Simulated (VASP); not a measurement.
# Ti (I4/mmm) in VASP: notebook

The runs below take Ti through single point, with r2SCAN.

Everything below comes from runs of VASP 6.6.1. Logs are shortened: lines on timing, memory, paths and dates and some standing lists are left out, and cuts for length are marked.

## 1. The cell of the first run

It takes space group I4/mmm (No. 139, tetragonal). The conventional cell has a = 2.915 Å, b = 2.915 Å, c = 4.100 Å, α = 90.00°, β = 90.00°, γ = 90.00°. Within 3.8 Å of Ti (site symmetry 4/mmm) lie 12 Ti at 2.91 Å.

This isn't the form of Ti at room conditions, which is hcp.

## 2. Single point, r2SCAN (atoms taken out, then relaxed in part)

File POSCAR:

```
Ti
1.0
    2.9146041836      0.0000000000      0.0000000000
    0.0000000000      2.9146041836      0.0000000000
    0.0000000000      0.0000000000      4.1002738423
Ti
2
Direct
    0.5000000000      0.0000000000      0.5000000000
    0.0000000000      0.5000000000      0.0000000000
```

File INCAR.step1:

```
SYSTEM = Ti
PREC = Accurate
ENCUT = 520
ISMEAR = 0
SIGMA = 0.1
LREAL = .FALSE.
LASPH = .TRUE.
NELM = 80
NBANDS = 19
GGA = PE
ALGO = Normal
EDIFF = 1E-4
LWAVE = .TRUE.
LCHARG = .FALSE.
```

File INCAR.step2:

```
SYSTEM = Ti
PREC = Accurate
ENCUT = 520
EDIFF = 1E-6
ISMEAR = 0
SIGMA = 0.1
LREAL = .FALSE.
LASPH = .TRUE.
NELM = 80
ALGO = Normal
ISIF = 2
LWAVE = .FALSE.
LCHARG = .FALSE.
METAGGA = R2SCAN
LMIXTAU = .TRUE.
NBANDS = 19
ISTART = 1
```

File KPOINTS:

```
regular mesh
0
G
  6 6 4
  0 0 0
```

Potentials or basis: VASP PAW PBE potentials, release 64 (Ti_sv).

Started as:

```
> cat potpaw_PBE.64/Ti_sv/POTCAR > POTCAR
> cp INCAR.step1 INCAR
> mpirun -np 1 vasp_std > vasp.out
> cp INCAR.step2 INCAR
> mpirun -np 1 vasp_std > vasp.out
```

OUTCAR:

```text
SYSTEM = Ti
   PREC = Accurate
   ENCUT = 520
   EDIFF = 1E-6
   ISMEAR = 0
   LREAL = .FALSE.
   LASPH = .TRUE.
   NELM = 80
   ISIF = 2
   METAGGA = R2SCAN
   ISTART = 1

 ion  position               nearest neighbor table
   1  0.500  0.000  0.500-   2 2.91   2 2.91   2 2.91   2 2.91   2 2.91   2 2.91   2 2.91   2 2.91

   2  0.000  0.500  0.000-   1 2.91   1 2.91   1 2.91   1 2.91   1 2.91   1 2.91   1 2.91   1 2.91

  LATTYP: Found a simple tetragonal cell.
 ALAT       =     2.9146041836
 C/A-ratio  =     1.4068029770

  Lattice vectors:

 A1 = (   2.9146041836,   0.0000000000,   0.0000000000)
 A2 = (   0.0000000000,   2.9146041836,   0.0000000000)
 A3 = (   0.0000000000,   0.0000000000,   4.1002738423)

Analysis of symmetry for initial positions (statically):
=====================================================================
 Subroutine PRICEL returns following result:

  LATTYP: Found a body centered tetragonal cell.
 ALAT       =     2.9146041836
 C/A-ratio  =     1.4068029770

  Lattice vectors:

 A1 = (  -1.4573020918,  -1.4573020918,  -2.0501369212)
 A2 = (   1.4573020918,   1.4573020918,  -2.0501369211)
 A3 = (   1.4573020918,  -1.4573020918,   2.0501369211)

   2 primitive cells build up your supercell.

 Routine SETGRP: Setting up the symmetry group for a
 simple tetragonal supercell.

 Subroutine GETGRP returns: Found 16 space group operations
 (whereof  8 operations were pure point group operations)
 out of a pool of 16 trial point group operations.

The static configuration has the point symmetry D_2h.
 The point group associated with its full space group is D_4h.

Analysis of symmetry for dynamics (positions and initial velocities):
=====================================================================
 Subroutine PRICEL returns following result:

  LATTYP: Found a body centered tetragonal cell.
 ALAT       =     2.9146041836
 C/A-ratio  =     1.4068029770

  Lattice vectors:

 A1 = (  -1.4573020918,  -1.4573020918,  -2.0501369212)
 A2 = (   1.4573020918,   1.4573020918,  -2.0501369211)
 A3 = (   1.4573020918,  -1.4573020918,   2.0501369211)

   2 primitive cells build up your supercell.

 Routine SETGRP: Setting up the symmetry group for a
 simple tetragonal supercell.

 Subroutine GETGRP returns: Found 16 space group operations
 (whereof  8 operations were pure point group operations)
 out of a pool of 16 trial point group operations.

The dynamic configuration has the point symmetry D_2h.
 The point group associated with its full space group is D_4h.

 Subroutine INISYM returns: Found 16 space group operations
 (whereof  8 operations are pure point group operations),
 and found     2 'primitive' translations

----------------------------------------------------------------------------------------

                                     Primitive cell

  volume of cell :      17.4157

  direct lattice vectors                    reciprocal lattice vectors
    -1.457302092 -1.457302092 -2.050136921     0.000000000 -0.343099761 -0.243886150
     1.457302092  1.457302092 -2.050136921     0.343099761  0.000000000 -0.243886150
     1.457302092 -1.457302092  2.050136921     0.343099761 -0.343099761  0.000000000

  length of vectors
     2.906977841  2.906977841  2.906977841     0.420948810  0.420948810  0.485216336

  position of ions in fractional coordinates (direct lattice)
     0.500000000  1.000000000  0.500000000

  ion indices of the primitive-cell ions
   primitive index   ion index
                 1           1

----------------------------------------------------------------------------------------

 KPOINTS: regular mesh

Automatic generation of k-mesh.
 Grid dimensions read from file:
 generate k-points for:    6    6    4

 Generating k-lattice:

  Cartesian coordinates                     Fractional coordinates (reciprocal lattice)
     0.057183294  0.000000000  0.000000000     0.166666667  0.000000000  0.000000000
     0.000000000  0.057183294  0.000000000     0.000000000  0.166666667  0.000000000
     0.000000000  0.000000000  0.060971537     0.000000000  0.000000000  0.250000000

  Length of vectors
     0.057183294  0.057183294  0.060971537

  Shift w.r.t. Gamma in fractional coordinates (k-lattice)
     0.000000000  0.000000000  0.000000000

 Subroutine IBZKPT returns following result:
 ===========================================

 Found     30 irreducible k-points:

 Following reciprocal coordinates:
            Coordinates               Weight
  0.000000  0.000000  0.000000      1.000000
  0.166667  0.000000  0.000000      4.000000
  0.333333  0.000000  0.000000      4.000000
  0.500000  0.000000  0.000000      2.000000
  0.166667  0.166667  0.000000      4.000000
  0.333333  0.166667  0.000000      8.000000
[... 16 lines left out ...]
  0.333333  0.000000  0.500000      4.000000
  0.500000  0.000000  0.500000      2.000000
 [... further k-points ...]
   k-points           NKPTS =     30   k-points in BZ     NKDIM =     30   number of bands    NBANDS=     19
   number of dos      NEDOS =    301   number of ions     NIONS =      2
   total plane-waves  NPLWV =  17280
   dimension x,y,z NGX =    24 NGY =   24 NGZ =   30
   dimension x,y,z NGXF=    48 NGYF=   48 NGZF=   60
   ions per type =               2
   NGX,Y,Z   is equivalent  to a cutoff of  13.69, 13.69, 12.16 a.u.
   NGXF,Y,Z  is equivalent  to a cutoff of  27.38, 27.38, 24.33 a.u.
 SYSTEM =  Ti
   PREC   = accura    normal or accurate (medium, high low for compatibility)
   ISTART =      1    job   : 0-new  1-cont  2-samecut
   ICHARG =      0    charge: 1-file 2-atom 10-const
   ISPIN  =      1    spin polarized calculation?
   LNONCOLLINEAR =      F non collinear calculations
   LSORBIT =      F    spin-orbit coupling
   LASPH  =      T    aspherical Exc in radial PAW
   ENCUT  =  520.0 eV  38.22 Ry    6.18 a.u.   5.42  5.42  7.62*2*pi/ulx,y,z
   NELM   =     80;   NELMIN=  2; NELMDL=  0     # of ELM steps
   EDIFF  = 0.1E-05   stopping-criterion for ELM
   LREAL  =      F    real-space projection
   EDIFFG = 0.1E-04   stopping-criterion for IOM
   NSW    =      0    number of steps for IOM
   IBRION =     -1    ionic relax: 0-MD 1-quasi-New 2-CG
   NFREE  =      0    steps in history (QN), initial steepest desc. (CG)
   ISIF   =      2    stress and relaxation
   ISYM   =      2    0-nonsym 1-usesym 2-fastsym
   POTIM  = 0.5000    time-step for ionic-motion
   TEBEG  =    0.0;   TEEND  =   0.0 temperature during run
   PSTRESS=    0.0 pullay stress
   NELECT =      24.0000    total number of electrons
   NUPDOWN=      -1.0000    fix difference up-down
   EMIN   =  10.00;   EMAX   =-10.00  energy-range for DOS
   EFERMI =   0.00;   METHOD = LEGACY
   ISMEAR =     0;   SIGMA  =   0.10  broadening in eV -4-tet -1-fermi 0-gaus
   EFERMI_NEDOS =   21; number of points for ismear=-14 and -15
   IALGO  =     38    algorithm
   IMIX   =      4    mixing-type and parameters
     AMIX     =   0.40;   BMIX     =  1.00
     AMIX_MAG =   1.60;   BMIX_MAG =  1.00
  volume/ion in A,a.u.               =      17.42       117.53
  Fermi-wavevector in a.u.,A,eV,Ry     =   1.445954  2.732457 28.446841  2.090784
  Thomas-Fermi vector in A             =   2.564078
   LORBIT       =      0    0 simple, 1 ext, 2 COOP (PROOUT), +10 PAW based schemes
   METAGGA = R2SCAN    functional components
   LHFCALC =     F    Hartree Fock is set to
   AEXX    =    0.0000 exact exchange contribution
   IVDW    =     0    specifies the selected vdW correction
   LEPSILON=     F    determine dielectric tensor
   LRPA    =     F    only Hartree local field effects (RPA)
 non-spin polarized calculation
 Gauss-broadening in eV      SIGMA  =   0.10
  energy-cutoff  :      520.00
  volume of cell :       34.83
 maximum number of plane-waves:       954
 NGX is ok and might be reduce to    24
   NGX = 11   NGY = 11   NGZ = 15

 number of electron      24.0000010 magnetization

 Free energy of the ion-electron system (eV)
  ---------------------------------------------------
  ext. energy  EPLUGINS =         0.00000000
  ---------------------------------------------------
  free energy    TOTEN  =       -25.78866477 eV

  energy without entropy =      -25.77393940  energy(sigma->0) =      -25.78130209

 E-fermi :   8.1993     XC(G=0): -12.4016

 val. band max:        8.1258256017   @ k =   0.3333   0.0000   0.0000
 cond. band min:       8.2349523235   @ k =   0.1667   0.1667   0.2500
 fundamental gap:      0.1091267218
 Fermi energy:         8.1993480212

 k-point     1 :       0.0000    0.0000    0.0000
  band No.  band energies     occupation
      1     -50.8760      2.00000
      2     -50.7063      2.00000
      3     -26.3181      2.00000
      4     -25.9280      2.00000
      5     -25.9280      2.00000
      6     -25.6840      2.00000
[... 11 lines left out ...]
     18      12.0489      0.00000
     19      12.2329      0.00000

 k-point     2 :       0.1667    0.0000    0.0000
  band No.  band energies     occupation
      1     -50.8545      2.00000
      2     -50.7072      2.00000
      3     -26.2661      2.00000
      4     -26.0044      2.00000
      5     -25.9039      2.00000
      6     -25.7947      2.00000
[... 11 lines left out ...]
     18      11.5003      0.00000
     19      12.0397      0.00000

 k-point     3 :       0.3333    0.0000    0.0000
  band No.  band energies     occupation
      1     -50.8028      2.00000
      2     -50.7174      2.00000
      3     -26.1430      2.00000
      4     -26.1299      2.00000
      5     -26.0237      2.00000
      6     -25.8437      2.00000
[... 11 lines left out ...]
     18      11.4957      0.00000
     19      11.6823      0.00000

 k-point     4 :       0.5000    0.0000    0.0000
  band No.  band energies     occupation
      1     -50.7497      2.00000
      2     -50.7497      2.00000
      3     -26.1738      2.00000
      4     -26.1738      2.00000
      5     -25.9589      2.00000
      6     -25.9589      2.00000
[... 11 lines left out ...]
     18      10.7271      0.00000
     19      13.0618      0.00000

 k-point     5 :       0.1667    0.1667    0.0000
  band No.  band energies     occupation
      1     -50.8344      2.00000
      2     -50.7067      2.00000
      3     -26.2194      2.00000
      4     -26.0295      2.00000
      5     -25.9332      2.00000
      6     -25.8559      2.00000
[... 11 lines left out ...]
     18      11.2499      0.00000
     19      12.2383      0.00000

 k-point     6 :       0.3333    0.1667    0.0000
  band No.  band energies     occupation
      1     -50.7869      2.00000
      2     -50.7128      2.00000
      3     -26.1554      2.00000
      4     -26.0981      2.00000
      5     -26.0570      2.00000
      6     -25.8930      2.00000
[... 11 lines left out ...]
     18      11.6856      0.00000
     19      11.9069      0.00000

 k-point     7 :       0.5000    0.1667    0.0000
  band No.  band energies     occupation
      1     -50.7395      2.00000
      2     -50.7395      2.00000
      3     -26.1932      2.00000
      4     -26.1932      2.00000
      5     -25.9482      2.00000
      6     -25.9482      2.00000
[... 11 lines left out ...]
     18      11.1760      0.00000
     19      13.0550      0.00000

 k-point     8 :       0.3333    0.3333    0.0000
  band No.  band energies     occupation
      1     -50.7509      2.00000
      2     -50.7079      2.00000
      3     -26.2288      2.00000
      4     -26.1767      2.00000
      5     -26.0183      2.00000
      6     -25.9283      2.00000
[... 256 lines left out ...]
 k-point    20 :       0.5000    0.5000    0.2500
  band No.  band energies     occupation
      1     -50.7087      2.00000
      2     -50.7087      2.00000
      3     -26.2680      2.00000
      4     -26.2680      2.00000
      5     -25.9792      2.00000
      6     -25.9792      2.00000
[... 11 lines left out ...]
     18      12.2222      0.00000
     19      14.2256      0.00000

 k-point    21 :       0.0000    0.0000    0.5000
  band No.  band energies     occupation
      1     -50.7914      2.00000
      2     -50.7914      2.00000
      3     -26.0113      2.00000
      4     -26.0113      2.00000
      5     -25.8067      2.00000
      6     -25.8067      2.00000
[... 11 lines left out ...]
     18      10.3388      0.00000
     19      11.4747      0.00000

 k-point    22 :       0.1667    0.0000    0.5000
  band No.  band energies     occupation
      1     -50.7808      2.00000
      2     -50.7808      2.00000
      3     -26.1024      2.00000
      4     -26.1024      2.00000
      5     -25.7985      2.00000
      6     -25.7985      2.00000
[... 11 lines left out ...]
     18      11.0329      0.00000
     19      11.6612      0.00000

 k-point    23 :       0.3333    0.0000    0.5000
  band No.  band energies     occupation
      1     -50.7597      2.00000
      2     -50.7597      2.00000
      3     -26.2821      2.00000
      4     -26.2821      2.00000
      5     -25.7822      2.00000
      6     -25.7822      2.00000
[... 11 lines left out ...]
     18      11.7766      0.00000
     19      11.9055      0.00000

 k-point    24 :       0.5000    0.0000    0.5000
  band No.  band energies     occupation
      1     -50.7491      2.00000
      2     -50.7491      2.00000
      3     -26.3707      2.00000
      4     -26.3707      2.00000
      5     -25.7739      2.00000
      6     -25.7739      2.00000
[... 11 lines left out ...]
     18      11.9954      0.00000
     19      12.0045      0.00000

 [... further k-points ...]
[... 5 lines left out ...]
  --------------------------------------------------------------------------------------
  -------------------------------------------------------------------------------------
  Total        0.0621633      0.0621633      0.0653665     -0.0000000      0.0000000      0.0000000
  in kB        2.8593868      2.8593868      3.0067247     -0.0000000      0.0000000      0.0000000
  external PRESSURE =       2.9084994 kB  Pullay stress =       0.0000000 kB

 VOLUME and BASIS-vectors are now :
 -----------------------------------------------------------------------------
  energy-cutoff  :      520.00
  volume of cell :       34.83
      direct lattice vectors                 reciprocal lattice vectors
     2.914604184  0.000000000  0.000000000     0.343099761  0.000000000  0.000000000
     0.000000000  2.914604184  0.000000000     0.000000000  0.343099761  0.000000000
     0.000000000  0.000000000  4.100273842     0.000000000  0.000000000  0.243886150

 POSITION                                       TOTAL-FORCE (eV/Angst)
 -----------------------------------------------------------------------------------
      1.45730      0.00000      2.05014        -0.000000      0.000000     -0.000000
      0.00000      1.45730      0.00000         0.000000     -0.000000      0.000000
 -----------------------------------------------------------------------------------
    total drift:                                0.000000      0.000000     -0.000000

  FREE ENERGIE OF THE ION-ELECTRON SYSTEM (eV)
  ---------------------------------------------------
  free  energy   TOTEN  =       -25.7886647699 eV

  energy  without entropy=      -25.7739394014  energy(sigma->0) =      -25.78130209
```

Run time: 80 s. Hardware: 1 thread of Intel Xeon 8259CL, shared host; peak memory 0.16 GiB.

What came out:

```yaml
Free_energy: -25.7887 eV
Pressure: 0.3 GPa
Band_gap_on_the_k_mesh: zero (bands 12 and 13 overlap by 1.40 eV)
```

Levels at points of the mesh, in eV from the Fermi level:
```csv
k point,band 10,band 11,band 12,band 13,band 14,band 15
"(0.00, 0.00, 0.00)",-2.63,-1.78,0.97,0.97,1.02,2.75
"(0.50, 0.00, 0.00)",-2.33,-0.34,-0.34,0.08,0.08,1.90
"(0.50, 0.50, 0.00)",-2.65,-1.77,-1.77,2.76,2.76,3.87
"(0.00, 0.00, 0.50)",-4.06,-0.55,-0.55,1.39,1.39,2.14
"(0.50, 0.00, 0.50)",-2.71,0.44,0.44,0.88,0.88,0.95
"(0.50, 0.50, 0.50)",-1.55,-0.44,-0.44,-0.44,-0.44,2.39
```

Caveat: the k points lie up to 0.38 Å⁻¹ apart, too coarse for converged energies and pressures of a metal; the cell differs from its parent crystal (atoms taken out, then relaxed in part); the PAW data sets were made with another functional, which shifts forces and pressure a little.

(Continued in part 2 of 2.)
